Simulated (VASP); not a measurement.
# Ta4C5 in VASP: relaxation of the atoms with PBE

Aim: the relaxation of the atoms of Ta4C5 with PBE.

Everything below comes from runs of VASP 6.6.1. Logs are shortened: lines on timing, memory, paths and dates and some standing lists are left out, and cuts for length are marked.

## (1) The cell of the first run

The cell holds a slab with vacuum, 9 atoms: a = 3.164 Å, b = 3.164 Å, c = 25.335 Å, α = 90.00°, β = 90.00°, γ = 120.00°.

## (2) Relaxation of the atoms, PBE

File INCAR:

```
PREC = Accurate ; ENCUT = 520
EDIFF = 1E-7 ; ISMEAR = 0
SIGMA = 0.1 ; LREAL = F
LASPH = T ; NELM = 120
ALGO = Normal ; ISIF = 2
LWAVE = F ; LCHARG = F
LDIPOL = T ; IDIPOL = 3
DIPOL = 0.5 0.5 0.500 ; GGA = PE
IBRION = 2 ; NSW = 80
EDIFFG = -0.02 ; GGA_COMPAT = F
NELMIN = 4 ; NELMDL = -8
```

File KPOINTS:

```
regular mesh
0
Gamma
  12 12 1
```

File POSCAR:

```
Ta4C5
1.0
    3.1644852995      0.0000000000      0.0000000000
   -1.5822426497      2.7405246593      0.0000000000
    0.0000000000      0.0000000000     25.3351657097
C Ta
5 4
Direct
    0.3333333333      0.6666666667      0.2960312194
    0.0000000000      0.0000000000      0.3980156097
    0.6666666667      0.3333333333      0.5000000000
    0.3333333333      0.6666666667      0.6019843903
    0.0000000000      0.0000000000      0.7039687806
    0.6666666667      0.3333333333      0.3470234146
    0.3333333333      0.6666666667      0.4490078049
    0.0000000000      0.0000000000      0.5509921951
    0.6666666667      0.3333333333      0.6529765854
```

Potentials or basis: VASP PAW PBE potentials, release 64 (C, Ta_pv).

Command:

```console
$ cat potpaw_PBE.64/C/POTCAR potpaw_PBE.64/Ta_pv/POTCAR > POTCAR
$ mpirun -np 1 vasp_std > vasp.out
```

OUTCAR:

```text
PREC = Accurate
   ENCUT = 520
   EDIFF = 1E-7
   ISMEAR = 0
   LREAL = F
   LASPH = T
   NELM = 120
   ISIF = 2
   GGA = PE
   IBRION = 2
   NSW = 80
   EDIFFG = -0.02
   NELMIN = 4
   NELMDL = -8

 ion  position               nearest neighbor table
   1  0.333  0.667  0.296-   6 2.24   6 2.24   6 2.24
   2  0.000  0.000  0.398-   6 2.24   6 2.24   6 2.24   7 2.24   7 2.24   7 2.24
   3  0.667  0.333  0.500-   8 2.24   7 2.24   7 2.24   8 2.24   8 2.24   7 2.24
   4  0.333  0.667  0.602-   9 2.24   9 2.24   9 2.24   8 2.24   8 2.24   8 2.24
   5  0.000  0.000  0.704-   9 2.24   9 2.24   9 2.24
   6  0.667  0.333  0.347-   2 2.24   2 2.24   2 2.24   1 2.24   1 2.24   1 2.24   7 3.16   7 3.16
                             7 3.16
   7  0.333  0.667  0.449-   3 2.24   3 2.24   3 2.24   2 2.24   2 2.24   2 2.24   8 3.16   8 3.16
                             8 3.16   6 3.16   6 3.16   6 3.16
   8  0.000  0.000  0.551-   3 2.24   3 2.24   3 2.24   4 2.24   4 2.24   4 2.24   7 3.16   7 3.16
                             7 3.16   9 3.16   9 3.16   9 3.16
   9  0.667  0.333  0.653-   4 2.24   4 2.24   4 2.24   5 2.24   5 2.24   5 2.24   8 3.16   8 3.16
                             8 3.16

  LATTYP: Found a hexagonal cell.
 ALAT       =     3.1644852995
 C/A-ratio  =     8.0060936651

  Lattice vectors:

 A1 = (   3.1644852995,   0.0000000000,   0.0000000000)
 A2 = (  -1.5822426497,   2.7405246593,   0.0000000000)
 A3 = (   0.0000000000,   0.0000000000,  25.3351657097)

Analysis of symmetry for initial positions (statically):
=====================================================================
 Subroutine PRICEL returns:
 Original cell was already a primitive cell.

 Routine SETGRP: Setting up the symmetry group for a
 hexagonal supercell.

 Subroutine GETGRP returns: Found 12 space group operations
 (whereof  6 operations were pure point group operations)
 out of a pool of 24 trial point group operations.

The static configuration has the point symmetry C_3v.
 The point group associated with its full space group is D_3d.

Analysis of symmetry for dynamics (positions and initial velocities):
=====================================================================
 Subroutine PRICEL returns:
 Original cell was already a primitive cell.

 Routine SETGRP: Setting up the symmetry group for a
 hexagonal supercell.

 Subroutine GETGRP returns: Found 12 space group operations
 (whereof  6 operations were pure point group operations)
[... 154 lines left out ...]

 Free energy of the ion-electron system (eV)
  ---------------------------------------------------
  ext. energy  EPLUGINS =         0.00000000
  ---------------------------------------------------
  free energy    TOTEN  =       -91.37705579 eV

  energy without entropy =      -91.35492333  energy(sigma->0) =      -91.36598956

------------------------ aborting loop because EDIFF is reached ----------------------------------------

  FORCE on cell =-STRESS in cart. coord.  units (eV):
  Direction    XX          YY          ZZ          XY          YZ          ZX
  --------------------------------------------------------------------------------------
  -------------------------------------------------------------------------------------
  Total       -1.9018087     -1.9018087     -5.7493063     -0.0000000      0.0000000      0.0000000
  in kB      -13.8680966    -13.8680966    -41.9242674     -0.0000000      0.0000000      0.0000000
  external PRESSURE =     -23.2201536 kB  Pullay stress =       0.0000000 kB
[... 110 lines left out ...]
  FREE ENERGIE OF THE ION-ELECTRON SYSTEM (eV)
  ---------------------------------------------------
  free  energy   TOTEN  =       -92.3649143038 eV

  energy  without entropy=      -92.3367271077  energy(sigma->0) =      -92.35082071

[... ionic steps 4 to 9 ...]

--------------------------------------- Ionic step       10  -------------------------------------------

 number of electron      63.9999999 magnetization

------------------------ aborting loop because EDIFF is reached ----------------------------------------
[... 32 lines left out ...]
  FREE ENERGIE OF THE ION-ELECTRON SYSTEM (eV)
  ---------------------------------------------------
  free  energy   TOTEN  =       -92.4227533465 eV

  energy  without entropy=      -92.4083791995  energy(sigma->0) =      -92.41556627

 dipolmoment           0.000000      0.000000     -0.000000 electrons x Angstroem

--------------------------------------- Ionic step       11  -------------------------------------------

 number of electron      63.9999999 magnetization

------------------------ aborting loop because EDIFF is reached ----------------------------------------
[... 38 lines left out ...]
--------------------------------------- Ionic step       12  -------------------------------------------

 number of electron      63.9999999 magnetization

 dipolmoment           0.000000      0.000000      0.000000 electrons x Angstroem

 Free energy of the ion-electron system (eV)
  ---------------------------------------------------
  ext. energy  EPLUGINS =         0.00000000
  ---------------------------------------------------
  free energy    TOTEN  =       -92.42411572 eV

  energy without entropy =      -92.41019196  energy(sigma->0) =      -92.41715384

 E-fermi :  -0.7327     XC(G=0):  -6.4400

 val. band max:       -0.7540456335   @ k =   0.3333   0.0000   0.0000
 cond. band min:      -0.7062014089   @ k =   0.4167   0.1667   0.0000
 fundamental gap:      0.0478442245
 Fermi energy:        -0.7326593261

 k-point     1 :       0.0000    0.0000    0.0000
  band No.  band energies     occupation
      1     -36.2258      2.00000
      2     -35.9453      2.00000
      3     -35.7989      2.00000
      4     -35.7989      2.00000
      5     -35.7716      2.00000
      6     -35.7716      2.00000
[... 768 lines left out ...]
     37       1.6988      0.00000
     38       2.1919      0.00000

------------------------ aborting loop because EDIFF is reached ----------------------------------------

 vacuum level on the upper side and lower side of the slab       (xc-potential included)        -0.008        -0.008

  FORCE on cell =-STRESS in cart. coord.  units (eV):
  Direction    XX          YY          ZZ          XY          YZ          ZX
  --------------------------------------------------------------------------------------
  -------------------------------------------------------------------------------------
  Total        3.7969853      3.7969853     -0.0435197      0.0000000      0.0000000      0.0000000
  in kB       27.6878321     27.6878321     -0.3173485      0.0000000      0.0000000      0.0000000
  external PRESSURE =      18.3527719 kB  Pullay stress =       0.0000000 kB
[... 24 lines left out ...]
  FREE ENERGIE OF THE ION-ELECTRON SYSTEM (eV)
  ---------------------------------------------------
  free  energy   TOTEN  =       -92.4241157165 eV

  energy  without entropy=      -92.4101919633  energy(sigma->0) =      -92.41715384

 reached required accuracy - stopping structural energy minimisation

 vacuum level on the upper side and lower side of the slab         6.373         6.373
```

OSZICAR:

```text
N       E                     dE             d eps       ncg     rms          rms(c)
DAV:   1     0.536741403404E+03    0.53674E+03   -0.34958E+04  1692   0.153E+03
DAV:   2    -0.674602336678E+02   -0.60420E+03   -0.59332E+03  1746   0.402E+02
DAV:   3    -0.103715648870E+03   -0.36255E+02   -0.35271E+02  1812   0.888E+01
[... 165 lines left out ...]
DAV:   4    -0.924241371629E+02    0.34832E-04   -0.33808E-04  1962   0.998E-02    0.243E-02
DAV:   5    -0.924241154225E+02    0.21740E-04   -0.88005E-05  1888   0.594E-02    0.852E-03
DAV:   6    -0.924241157474E+02   -0.32493E-06   -0.13348E-05  1726   0.172E-02    0.484E-03
DAV:   7    -0.924241157101E+02    0.37368E-07   -0.12664E-06  1808   0.574E-03    0.192E-03
DAV:   8    -0.924241157165E+02   -0.63937E-08   -0.46098E-07  1502   0.298E-03
  12 F= -.92424116E+02 E0= -.92417154E+02  d E =-.136237E-02
```

CONTCAR:

```text
Ta4C5
   1.00000000000000
     3.1644852994999999    0.0000000000000000    0.0000000000000000
    -1.5822426496999999    2.7405246593000001    0.0000000000000000
     0.0000000000000000    0.0000000000000000   25.3351657097000000
  C               Ta
     5     4
Direct
     0.3333333332999970    0.6666666667000030    0.3033786992981327
     0.0000000000000000    0.0000000000000000    0.4000006771329182
     0.6666666667000030    0.3333333332999970    0.5000000000000000
     0.3333333332999970    0.6666666667000030    0.5999993228670817
     0.0000000000000000    0.0000000000000000    0.6966213007018673
     0.6666666667000030    0.3333333332999970    0.3422281569045440
     0.3333333332999970    0.6666666667000030    0.4474350141163353
     0.0000000000000000    0.0000000000000000    0.5525649858836648
     0.6666666667000030    0.3333333332999970    0.6577718430954559

  0.00000000E+00  0.00000000E+00  0.00000000E+00
  0.00000000E+00  0.00000000E+00  0.00000000E+00
  0.00000000E+00  0.00000000E+00  0.00000000E+00
  0.00000000E+00  0.00000000E+00  0.00000000E+00
  0.00000000E+00  0.00000000E+00  0.00000000E+00
  0.00000000E+00  0.00000000E+00  0.00000000E+00
  0.00000000E+00  0.00000000E+00  0.00000000E+00
  0.00000000E+00  0.00000000E+00  0.00000000E+00
  0.00000000E+00  0.00000000E+00  0.00000000E+00
```

It took 37 min on 1 thread of Oxide Virtual Turin-like, shared host; peak memory 0.37 GiB.

Results:

```
Free energy                  : -92.4241 eV
Energy gained by relaxing    : 116.3 meV/atom
Ionic steps                  : 12
Largest force after relaxing : 0.011 eV/Å
Band gap on the k mesh       : zero (bands 32 and 33 overlap by 0.25 eV)
```

Forces in eV/Å, atoms in the order of the input:
```
C    0.000  0.000 -0.011
C    0.000  0.000  0.008
C    0.000  0.000  0.000
C    0.000  0.000 -0.008
C    0.000  0.000  0.011
Ta   0.000  0.000  0.006
Ta   0.000  0.000  0.011
Ta   0.000  0.000 -0.011
Ta   0.000  0.000 -0.006
```

The path:
```
step  energy change (eV)  largest force (eV/Å)  pressure (GPa)
   1              0.0000                3.5077           -2.32
   2             -0.9838                0.9087            0.83
   3             -0.9879                0.8891            0.54
   4             -1.0383                0.1743            1.01
   5             -1.0391                0.1641            1.10
   6             -1.0414                0.0905            1.11
   7             -1.0423                0.1460            1.12
   8             -1.0439                0.1060            1.24
   9             -1.0456                0.1042            1.51
  10             -1.0457                0.1156            1.56
  11             -1.0468                0.0581            1.71
  12             -1.0471                0.0114            1.84
```

Final structure:
```
C Ta
1.0
     3.16449    0.00000    0.00000
    -1.58224    2.74052    0.00000
     0.00000    0.00000   25.33517
C Ta
5 4
Direct
  0.33333 0.66667 0.30338
  0.00000 0.00000 0.40000
  0.66667 0.33333 0.50000
  0.33333 0.66667 0.60000
  0.00000 0.00000 0.69662
  0.66667 0.33333 0.34223
  0.33333 0.66667 0.44744
  0.00000 0.00000 0.55256
  0.66667 0.33333 0.65777
```

Caveat: spin-orbit coupling is left out, which moves the levels of the heavy elements.

The gap in the log of VASP goes by the Fermi energy; the results here count the filled bands.